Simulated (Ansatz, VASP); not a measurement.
MgS in VASP and in Ansatz

```xyz
2
Lattice="0.0000 2.5301 2.5301 2.5301 0.0000 2.5301 2.5301 2.5301 0.0000" Properties=species:S:1:pos:R:3 pbc="T T T"
Mg    0.0000    0.0000    0.0000
S     2.5301    2.5301    2.5301
```

Alike in both runs: task single point; functional LDA; k mesh 8 × 8 × 8; occupations gaussian, width 0.05 eV; no spin polarisation.

```csv
,VASP,Ansatz
version,VASP 6.6.1,Ansatz 0.2.0
potentials or method,"VASP PAW LDA potentials, release 64 (Mg, S), cutoff 600 eV","scalar-relativistic, plane waves, PAW"
valence electrons in the cell,8,16
```

VASP gave:

| Property | Result |
| --- | --- |
| gap on the k mesh at the Fermi level (eV) | 2.73 |
| least direct gap on the mesh (eV) | 4.19 |
| pressure (GPa) | 3.1 |

**Question.** Estimate Ansatz's values.

**Answer.** gap on the k mesh at the Fermi level (eV): 2.73; least direct gap on the mesh (eV): 4.17; pressure (GPa): 3.7.

LDA's correlation is that of Perdew and Zunger in VASP and of Perdew and Wang (1992) in Ansatz. VASP's potentials hold 8 valence electrons a cell and Ansatz's 16, so a difference there can come from the potentials and not from the codes.
